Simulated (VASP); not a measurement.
# NiSb (P6_3/mmc) in VASP: a series of runs

The runs below take NiSb through single point, with PBEsol, r2SCAN, PBE.

Everything below comes from runs of VASP 6.6.1. Logs are shortened: lines on timing, memory, paths and dates and some standing lists are left out, and cuts for length are marked.

## 1. The cell of the first run

The structure is hexagonal, space group P6_3/mmc (No. 194). Conventional cell: a = 3.928 Å, b = 3.928 Å, c = 5.222 Å, α = 90.00°, β = 90.00°, γ = 120.00°. Sb (site symmetry -6m2) has 6 Ni at 2.62 Å and 6 Sb at 3.46 Å within 3.5 Å. Within 3.4 Å of Ni (site symmetry -3m) lie 2 Ni at 2.61 Å and 6 Sb at 2.62 Å.

## 2. Single point, PBEsol, collinear spin, ferromagnetic start

INCAR

```
PREC     = Accurate       # precision mode
ENCUT    = 520            # plane-wave cutoff, eV
EDIFF    = 1E-6           # SCF threshold, eV
ISMEAR   = -1             # smearing method
SIGMA    = 0.05           # smearing width, eV
LREAL    = F              # projectors in reciprocal space
LASPH    = T              # aspherical terms in the spheres
NELM     = 150            # most SCF steps
ALGO     = Normal         # electronic algorithm
ISIF     = 2              # what is computed and relaxed
LWAVE    = F              # write WAVECAR
LCHARG   = F              # write CHGCAR
ISPIN    = 2              # spin polarisation
MAGMOM   = 0 0 1 1        # initial moments
LORBIT   = 11             # projections on sites
LMAXMIX  = 4              # l up to which the mixer works
GGA      = PS             # functional
NBANDS   = 27             # bands
```

KPOINTS

```
Automatic mesh
0
Gamma
  7 7 5
```

POSCAR

```
NiSb
1.0
    3.9280000000      0.0000000000      0.0000000000
   -1.9640000000      3.4017477861      0.0000000000
    0.0000000000      0.0000000000      5.2224000000
Sb Ni
2 2
Direct
    0.6666666667      0.3333333333      0.7500000000
    0.3333333333      0.6666666667      0.2500000000
    0.0000000000      0.0000000000      0.5000000000
    0.0000000000      0.0000000000      0.0000000000
```

Potentials or basis: VASP PAW PBE potentials, release 64 (Sb, Ni).

Run with:

```sh
$ cat potpaw_PBE.64/Sb/POTCAR potpaw_PBE.64/Ni/POTCAR > POTCAR
$ mpirun -np 1 vasp_std > vasp.out
```

OUTCAR:

```text
PREC = Accurate
   ENCUT = 520
   EDIFF = 1E-6
   ISMEAR = -1
   LREAL = F
   LASPH = T
   NELM = 150
   ISIF = 2
   ISPIN = 2
   LORBIT = 11
   GGA = PS

 ion  position               nearest neighbor table
   1  0.667  0.333  0.750-   3 2.62   4 2.62   3 2.62   4 2.62   3 2.62   4 2.62   2 3.46   2 3.46
                             2 3.46   2 3.46   2 3.46   2 3.46
   2  0.333  0.667  0.250-   3 2.62   4 2.62   3 2.62   4 2.62   3 2.62   4 2.62   1 3.46   1 3.46
                             1 3.46   1 3.46   1 3.46   1 3.46
   3  0.000  0.000  0.500-   4 2.61   4 2.61   1 2.62   2 2.62   1 2.62   2 2.62   1 2.62   2 2.62

   4  0.000  0.000  0.000-   3 2.61   3 2.61   1 2.62   2 2.62   1 2.62   2 2.62   1 2.62   2 2.62

  LATTYP: Found a hexagonal cell.
 ALAT       =     3.9280000000
 C/A-ratio  =     1.3295315682

  Lattice vectors:

 A1 = (   3.9280000000,   0.0000000000,   0.0000000000)
 A2 = (  -1.9640000000,   3.4017477861,   0.0000000000)
 A3 = (   0.0000000000,   0.0000000000,   5.2224000000)

Analysis of symmetry for initial positions (statically):
=====================================================================
 Subroutine PRICEL returns:
 Original cell was already a primitive cell.

 Routine SETGRP: Setting up the symmetry group for a
 hexagonal supercell.

 Subroutine GETGRP returns: Found 24 space group operations
 (whereof 12 operations were pure point group operations)
 out of a pool of 24 trial point group operations.

The static configuration has the point symmetry D_3d.
 The point group associated with its full space group is D_6h.

Analysis of symmetry for dynamics (positions and initial velocities):
=====================================================================
 Subroutine PRICEL returns:
 Original cell was already a primitive cell.

 Routine SETGRP: Setting up the symmetry group for a
 hexagonal supercell.

 Subroutine GETGRP returns: Found 24 space group operations
 (whereof 12 operations were pure point group operations)
 out of a pool of 24 trial point group operations.

The dynamic configuration has the point symmetry D_3d.
 The point group associated with its full space group is D_6h.

Analysis of structural, dynamic, and magnetic symmetry:
=====================================================================
 Subroutine PRICEL returns:
 Original cell was already a primitive cell.

 Routine SETGRP: Setting up the symmetry group for a
 hexagonal supercell.

 Subroutine GETGRP returns: Found 24 space group operations
 (whereof 12 operations were pure point group operations)
[... 134 lines left out ...]
   IVDW    =     0    specifies the selected vdW correction
   LEPSILON=     F    determine dielectric tensor
   LRPA    =     F    only Hartree local field effects (RPA)
 spin polarized calculation
  energy-cutoff  :      520.00
  volume of cell :       69.78
 maximum number of plane-waves:      1904
 NGX is ok and might be reduce to    30
   NGX = 15   NGY = 15   NGZ = 19

 number of electron      30.0000012 magnetization      -0.0121901

 number of electron      30.0000012 magnetization       0.0019146

 Free energy of the ion-electron system (eV)
  ---------------------------------------------------
  ext. energy  EPLUGINS =         0.00000000
  ---------------------------------------------------
  free energy    TOTEN  =       -22.64944808 eV

  energy without entropy =      -22.63476414  energy(sigma->0) =      -22.64210611

 E-fermi :   9.5850     XC(G=0): -11.5647

 val. band max:        9.5401204661   @ k =   0.1429  -0.0000   0.0000
 cond. band min:       9.6124636319   @ k =   0.4286   0.1429   0.0000
 fundamental gap:      0.0723431658
 Fermi energy:         9.5849590850

 spin component 1

 k-point     1 :       0.0000    0.0000    0.0000
  band No.  band energies     occupation
      1      -3.2410      1.00000
      2       1.0630      1.00000
      3       3.3793      1.00000
      4       5.7951      1.00000
      5       5.7951      1.00000
      6       6.5569      1.00000
[... 709 lines left out ...]
     26      19.5356      0.00000
     27      20.5508      0.00000
 Fermi energy:         9.5849590850

 spin component 2

 k-point     1 :       0.0000    0.0000    0.0000
  band No.  band energies     occupation
      1      -3.2408      1.00000
      2       1.0631      1.00000
      3       3.3795      1.00000
      4       5.7955      1.00000
      5       5.7955      1.00000
      6       6.5575      1.00000
[... 709 lines left out ...]
     26      19.5358      0.00000
     27      20.5510      0.00000

------------------------ aborting loop because EDIFF is reached ----------------------------------------

  FORCE on cell =-STRESS in cart. coord.  units (eV):
  Direction    XX          YY          ZZ          XY          YZ          ZX
  --------------------------------------------------------------------------------------
  -------------------------------------------------------------------------------------
  Total       -1.3967347     -1.3967347     -2.5332679      0.0000000      0.0000000      0.0000000
  in kB      -32.0686577    -32.0686577    -58.1631582      0.0000000      0.0000000      0.0000000
  external PRESSURE =     -40.7668245 kB  Pullay stress =       0.0000000 kB

 VOLUME and BASIS-vectors are now :
 -----------------------------------------------------------------------------
  energy-cutoff  :      520.00
  volume of cell :       69.78
      direct lattice vectors                 reciprocal lattice vectors
     3.928000000  0.000000000  0.000000000     0.254582485  0.146983266  0.000000000
    -1.964000000  3.401747786  0.000000000     0.000000000  0.293966532  0.000000000
     0.000000000  0.000000000  5.222400000     0.000000000  0.000000000  0.191482843

 POSITION                                       TOTAL-FORCE (eV/Angst)
 -----------------------------------------------------------------------------------
      1.96400      1.13392      3.91680         0.000000     -0.000000      0.000000
     -0.00000      2.26783      1.30560        -0.000000      0.000000      0.000000
      0.00000      0.00000      2.61120         0.000000      0.000000      0.000000
      0.00000      0.00000      0.00000        -0.000000      0.000000      0.000000
 -----------------------------------------------------------------------------------
    total drift:                               -0.000000      0.000000     -0.000000

  FREE ENERGIE OF THE ION-ELECTRON SYSTEM (eV)
  ---------------------------------------------------
  free  energy   TOTEN  =       -22.6494480832 eV

  energy  without entropy=      -22.6347641370  energy(sigma->0) =      -22.64210611

 total charge

# of ion       s       p       d       tot
------------------------------------------
    1        1.134   1.211   0.072   2.417
    2        1.134   1.211   0.072   2.417
    3        0.444   0.468   8.459   9.371
    4        0.444   0.468   8.459   9.371
--------------------------------------------------
tot          3.157   3.358  17.062  23.577

 magnetization (x)

# of ion       s       p       d       tot
------------------------------------------
    1        0.000  -0.000  -0.000  -0.000
    2        0.000  -0.000  -0.000  -0.000
    3       -0.000   0.000   0.000   0.000
    4       -0.000   0.000   0.000   0.000
--------------------------------------------------
tot          0.000  -0.000   0.000   0.000
```

OSZICAR:

```text
N       E                     dE             d eps       ncg     rms          rms(c)
DAV:   1     0.174536315119E+03    0.17454E+03   -0.11815E+04  2600   0.114E+03
DAV:   2    -0.130749876518E+02   -0.18761E+03   -0.17538E+03  2637   0.254E+02
DAV:   3    -0.240134670927E+02   -0.10938E+02   -0.10570E+02  3126   0.732E+01
DAV:   4    -0.242485626886E+02   -0.23510E+00   -0.23454E+00  2918   0.999E+00
DAV:   5    -0.242564654384E+02   -0.79027E-02   -0.79021E-02  3459   0.191E+00    0.151E+01
DAV:   6    -0.279696381409E+02   -0.37132E+01   -0.24670E+01  2961   0.869E+01    0.203E+01
DAV:   7    -0.226959002712E+02    0.52737E+01   -0.10517E+01  3159   0.604E+01    0.336E+00
DAV:   8    -0.226979288418E+02   -0.20286E-02   -0.86777E-01  3683   0.888E+00    0.255E+00
DAV:   9    -0.226482070770E+02    0.49722E-01   -0.16875E-01  3222   0.578E+00    0.759E-01
DAV:  10    -0.226496680727E+02   -0.14610E-02   -0.50443E-03  3278   0.700E-01    0.336E-01
DAV:  11    -0.226496976974E+02   -0.29625E-04   -0.54620E-04  3288   0.279E-01    0.194E-01
DAV:  12    -0.226494473669E+02    0.25033E-03   -0.41138E-04  3257   0.308E-01    0.923E-02
DAV:  13    -0.226494485370E+02   -0.11702E-05   -0.76923E-05  3114   0.115E-01    0.177E-02
DAV:  14    -0.226494480832E+02    0.45383E-06   -0.63060E-06  3398   0.229E-02
   1 F= -.22649448E+02 E0= -.22642106E+02  d E =-.146839E-01  mag=     0.0005
```

It took 3.1 min on 1 thread of AMD EPYC 7R13, shared host; peak memory 0.22 GiB.

What came out:

| Item | Value |
| --- | --- |
| Free energy | -22.6494 eV |
| Pressure | -4.1 GPa |
| Band gap on the k mesh | zero (filled and empty bands overlap) |
| Net moment | 0.00 μB per cell |
| Valence electrons inside the program's atomic spheres | Sb 2.42; Ni 9.37 |

Levels at points of the mesh, in eV from the Fermi level:
Spin up:
```
           k point  band 12  band 13  band 14  band 15  band 16  band 17  band 18  band 19
(0.00, 0.00, 0.00)    -1.33    -0.08     0.70     0.70     2.56     2.56     3.27     3.92
```
Spin down:
| k point | band 12 | band 13 | band 14 | band 15 | band 16 | band 17 | band 18 | band 19 |
| --- | --- | --- | --- | --- | --- | --- | --- | --- |
| (0.00, 0.00, 0.00) | -1.33 | -0.08 | 0.70 | 0.70 | 2.56 | 2.56 | 3.27 | 3.92 |

Caveat: the cell stands under tension; the moments typed at the start vanished in this run; the PAW data sets were made with another functional, which shifts forces and pressure a little; spin-orbit coupling is left out, which moves the levels of the heavy elements.

## 3. Single point, PBEsol, collinear spin, ferromagnetic start

This run uses another cell than the first one, of 17.79 Å³/atom.

INCAR

```
SYSTEM = NiSb
PREC = Accurate
ENCUT = 520
EDIFF = 1E-7
ISMEAR = -1
SIGMA = 0.05
LREAL = .False.
LASPH = .True.
NELM = 150
ALGO = Normal
ISIF = 2
LWAVE = .False.
LCHARG = .False.
ISPIN = 2
MAGMOM = 0 0 1 1
LORBIT = 11
LMAXMIX = 4
GGA = PS
NBANDS = 27
```

KPOINTS

```
regular mesh
0
Gamma
  7 7 4
  0 0 0
```

POSCAR, as its differences from that of step 2:

```diff
@@ -4,3 +4,3 @@
    -1.9640000000      3.4017477861      0.0000000000
-    0.0000000000      0.0000000000      5.2224000000
+    0.0000000000      0.0000000000      5.3248000000
 Sb Ni
```

Potentials or basis: VASP PAW PBE potentials, release 64 (Sb, Ni).

Run with:

```sh
$ cat potpaw_PBE.64/Sb/POTCAR potpaw_PBE.64/Ni/POTCAR > POTCAR
$ mpirun -np 1 vasp_std > vasp.out
```

It took 3.6 min on 1 thread of AMD EPYC 7R13, shared host; peak memory 0.22 GiB.

It converged, with:

```yaml
Free_energy: -22.5757 eV
Pressure: -5.9 GPa
Band_gap_on_the_k_mesh: zero (filled and empty bands overlap)
Net_moment: 0.00 μB per cell
Valence_electrons_inside_the_program's_atomic_spheres: Sb 2.41; Ni 9.34
```

Stress tensor (GPa, compression positive):
```
-4.47  0.00  0.00
 0.00 -4.47  0.00
 0.00  0.00 -8.66
```

Levels at points of the mesh, in eV from the Fermi level:
Spin up:
```tsv
k point	band 11	band 12	band 13	band 14	band 15	band 16	band 17	band 18	band 19	band 20
(0.00, 0.00, 0.00)	-1.36	-1.36	-0.18	0.77	0.77	2.58	2.58	3.38	3.74	5.33
(0.00, 0.00, 0.50)	-1.97	-1.97	0.02	0.02	2.12	2.12	2.12	2.12	5.15	5.15
```
Spin down:
```tsv
k point	band 13	band 14	band 15	band 16	band 17	band 18
(0.00, 0.00, 0.00)	-0.18	0.77	0.77	2.58	2.58	3.38
(0.00, 0.00, 0.50)	0.02	0.02	2.12	2.12	2.12	2.12
```

Caveat: the cell stands under tension; the moments typed at the start vanished in this run; the PAW data sets were made with another functional, which shifts forces and pressure a little; spin-orbit coupling is left out, which moves the levels of the heavy elements.

## 4. Single point, r2SCAN, collinear spin, ferromagnetic start

This run uses another cell than the first one, of 17.10 Å³/atom.

POSCAR, as its differences from that of step 3:

```diff
@@ -4,3 +4,3 @@
    -1.9640000000      3.4017477861      0.0000000000
-    0.0000000000      0.0000000000      5.3248000000
+    0.0000000000      0.0000000000      5.1200000000
 Sb Ni
```

INCAR.step1

```
SYSTEM = NiSb
ALGO     = Normal         ! electronic algorithm
EDIFF    = 1E-4           ! SCF threshold, eV
ENCUT    = 520            ! plane-wave cutoff, eV
GGA      = PE             ! functional
ISMEAR   = -1             ! smearing method
ISPIN    = 2              ! spin polarisation
LASPH    = .True.         ! aspherical terms in the spheres
LCHARG   = .False.        ! write CHGCAR
LMAXMIX  = 4              ! l up to which the mixer works
LREAL    = .False.        ! projectors in reciprocal space
LWAVE    = .True.         ! write WAVECAR
MAGMOM   = 0 0 1 1        ! initial moments
NBANDS   = 27             ! bands
NELM     = 150            ! most SCF steps
PREC     = Accurate       ! precision mode
SIGMA    = 0.05           ! smearing width, eV
```

INCAR.step2

```
SYSTEM = NiSb
ALGO     = Normal         ! electronic algorithm
EDIFF    = 1E-6           ! SCF threshold, eV
ENCUT    = 520            ! plane-wave cutoff, eV
ISIF     = 2              ! what is computed and relaxed
ISMEAR   = -1             ! smearing method
ISPIN    = 2              ! spin polarisation
ISTART   = 1            
LASPH    = .True.         ! aspherical terms in the spheres
LCHARG   = .False.        ! write CHGCAR
LMAXMIX  = 4              ! l up to which the mixer works
LMIXTAU  = .True.       
LORBIT   = 11             ! projections on sites
LREAL    = .False.        ! projectors in reciprocal space
LWAVE    = .False.        ! write WAVECAR
MAGMOM   = 0 0 1 1        ! initial moments
METAGGA  = R2SCAN         ! meta-GGA
NBANDS   = 27             ! bands
NELM     = 150            ! most SCF steps
PREC     = Accurate       ! precision mode
SIGMA    = 0.05           ! smearing width, eV
```

KPOINTS

```
k-points
0
Gamma
  8 8 5
  0 0 0
```

Potentials or basis: VASP PAW PBE potentials, release 64 (Sb, Ni).

Run with:

```sh
$ cat potpaw_PBE.64/Sb/POTCAR potpaw_PBE.64/Ni/POTCAR > POTCAR
$ cp INCAR.step1 INCAR
$ mpirun -np 1 vasp_std > vasp.out
$ cp INCAR.step2 INCAR
$ mpirun -np 1 vasp_std > vasp.out
```

OUTCAR:

```text
SYSTEM = NiSb
   EDIFF = 1E-6
   ENCUT = 520
   ISIF = 2
   ISMEAR = -1
   ISPIN = 2
   ISTART = 1
   LASPH = .True.
   LORBIT = 11
   LREAL = .False.
   METAGGA = R2SCAN
   NELM = 150
   PREC = Accurate

 ion  position               nearest neighbor table
   1  0.667  0.333  0.750-   3 2.60   4 2.60   3 2.60   4 2.60   3 2.60   4 2.60   2 3.42   2 3.42
                             2 3.42   2 3.42   2 3.42   2 3.42
   2  0.333  0.667  0.250-   3 2.60   4 2.60   3 2.60   4 2.60   3 2.60   4 2.60   1 3.42   1 3.42
                             1 3.42   1 3.42   1 3.42   1 3.42
   3  0.000  0.000  0.500-   4 2.56   4 2.56   1 2.60   2 2.60   1 2.60   2 2.60   1 2.60   2 2.60

   4  0.000  0.000  0.000-   3 2.56   3 2.56   1 2.60   2 2.60   1 2.60   2 2.60   1 2.60   2 2.60

  LATTYP: Found a hexagonal cell.
 ALAT       =     3.9280000000
 C/A-ratio  =     1.3034623218

  Lattice vectors:

 A1 = (   3.9280000000,   0.0000000000,   0.0000000000)
 A2 = (  -1.9640000000,   3.4017477861,   0.0000000000)
 A3 = (   0.0000000000,   0.0000000000,   5.1200000000)

Analysis of symmetry for initial positions (statically):
=====================================================================
[... 1655 lines left out ...]
  -------------------------------------------------------------------------------------
  Total        0.0667849      0.0667849      0.0318080     -0.0000000      0.0000000      0.0000000
  in kB        1.5640317      1.5640317      0.7449090     -0.0000000      0.0000000      0.0000000
  external PRESSURE =       1.2909908 kB  Pullay stress =       0.0000000 kB

 VOLUME and BASIS-vectors are now :
 -----------------------------------------------------------------------------
  energy-cutoff  :      520.00
  volume of cell :       68.41
      direct lattice vectors                 reciprocal lattice vectors
     3.928000000  0.000000000  0.000000000     0.254582485  0.146983266  0.000000000
    -1.964000000  3.401747786  0.000000000     0.000000000  0.293966532  0.000000000
     0.000000000  0.000000000  5.120000000     0.000000000  0.000000000  0.195312500

 POSITION                                       TOTAL-FORCE (eV/Angst)
 -----------------------------------------------------------------------------------
      1.96400      1.13392      3.84000         0.000000     -0.000000      0.000000
     -0.00000      2.26783      1.28000        -0.000000      0.000000      0.000000
      0.00000      0.00000      2.56000        -0.000000      0.000000      0.000000
      0.00000      0.00000      0.00000        -0.000000      0.000000      0.000000
 -----------------------------------------------------------------------------------
    total drift:                               -0.000000      0.000000     -0.000000

  FREE ENERGIE OF THE ION-ELECTRON SYSTEM (eV)
  ---------------------------------------------------
  free  energy   TOTEN  =       -76.3682673306 eV

  energy  without entropy=      -76.3530628770  energy(sigma->0) =      -76.36066510

 total charge

# of ion       s       p       d       tot
------------------------------------------
    1        1.107   1.239   0.078   2.424
    2        1.107   1.239   0.078   2.424
    3        0.459   0.510   8.476   9.444
    4        0.459   0.510   8.476   9.444
--------------------------------------------------
tot          3.131   3.497  17.107  23.736

 magnetization (x)

# of ion       s       p       d       tot
------------------------------------------
    1        0.000   0.000  -0.000   0.000
    2        0.000   0.000  -0.000   0.000
    3       -0.000   0.000  -0.000  -0.000
    4       -0.000   0.000  -0.000  -0.000
--------------------------------------------------
tot          0.000   0.000  -0.000  -0.000
```

OSZICAR.step1:

```text
N       E                     dE             d eps       ncg     rms          rms(c)
DAV:   1     0.177472069436E+03    0.17747E+03   -0.11845E+04  3240   0.115E+03
DAV:   2    -0.104320434305E+02   -0.18790E+03   -0.17584E+03  3292   0.256E+02
DAV:   3    -0.212902900581E+02   -0.10858E+02   -0.10487E+02  3824   0.729E+01
DAV:   4    -0.215284393177E+02   -0.23815E+00   -0.23761E+00  3819   0.100E+01
DAV:   5    -0.215363224538E+02   -0.78831E-02   -0.78826E-02  4084   0.191E+00    0.142E+01
DAV:   6    -0.243299451351E+02   -0.27936E+01   -0.18993E+01  3749   0.765E+01    0.178E+01
DAV:   7    -0.203185991238E+02    0.40113E+01   -0.85111E+00  3921   0.544E+01    0.331E+00
DAV:   8    -0.203315476288E+02   -0.12949E-01   -0.61020E-01  4416   0.624E+00    0.233E+00
DAV:   9    -0.202911655551E+02    0.40382E-01   -0.13380E-01  3913   0.531E+00    0.668E-01
DAV:  10    -0.202920835489E+02   -0.91799E-03   -0.42103E-03  3968   0.568E-01    0.311E-01
DAV:  11    -0.202923495559E+02   -0.26601E-03   -0.88335E-04  3831   0.390E-01    0.162E-01
DAV:  12    -0.202922625225E+02    0.87033E-04   -0.43366E-04  3617   0.330E-01
   1 F= -.20292263E+02 E0= -.20282495E+02  d E =-.195346E-01  mag=    -0.0016
```

Run time: 3.7 min. Hardware: 1 thread of Intel Xeon 6975P-C (Granite Rapids), shared host; peak memory 0.28 GiB.

What came out:

| Property | Result |
| --- | --- |
| Free energy | -76.3683 eV |
| Pressure | 0.1 GPa |
| Band gap on the k mesh | zero (filled and empty bands overlap) |
| Net moment | 0.00 μB per cell |
| Valence electrons inside the program's atomic spheres | Sb 2.42; Ni 9.44 |

Caveat: the moments typed at the start vanished in this run; the PAW data sets were made with another functional, which shifts forces and pressure a little; spin-orbit coupling is left out, which moves the levels of the heavy elements.

[end of part 1 of 2]

The gap in the log of VASP goes by the Fermi energy; the results here count the filled bands.